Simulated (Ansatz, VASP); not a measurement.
Ni in VASP and in Ansatz

```xyz
1
Lattice="0.0000 1.7601 1.7601 1.7601 0.0000 1.7601 1.7601 1.7601 0.0000" Properties=species:S:1:pos:R:3 pbc="T T T"
Ni    0.0000    0.0000    0.0000
```

Alike in both runs: functional PBE; k mesh 19 × 19 × 19; occupations fermi-dirac, width 0.08 eV; collinear spin.

Ansatz relaxed the structure, and its values are those at the end. VASP's run is a single point on that final structure, the one shown.

|  | VASP | Ansatz |
| --- | --- | --- |
| version | VASP 6.6.1 | Ansatz 0.2.0 |
| potentials or method | VASP PAW PBE potentials, release 64 (Ni) | PAW with Ansatz's default frozen-core files, scalar-relativistic |
| plane-wave cutoff (eV) | 520 | 420 |
| valence electrons in the cell | 10 | 18 |

Ansatz gave:

```
pressure (GPa)                                                : 0.0
net moment per atom (μB)                                      : 0.64
size of the moment on the site where the two differ most (μB) : 0.68
```

**Question.** What did VASP give for the same quantities?

**Answer.** Pressure (GPa): -0.1; net moment per atom (μB): 0.62; size of the moment on the site where the two differ most (μB): 0.63.

Site moments also hang on the region over which each program counts them. VASP's potentials hold 10 valence electrons a cell and Ansatz's 18, so a difference there can come from the potentials and not from the codes.
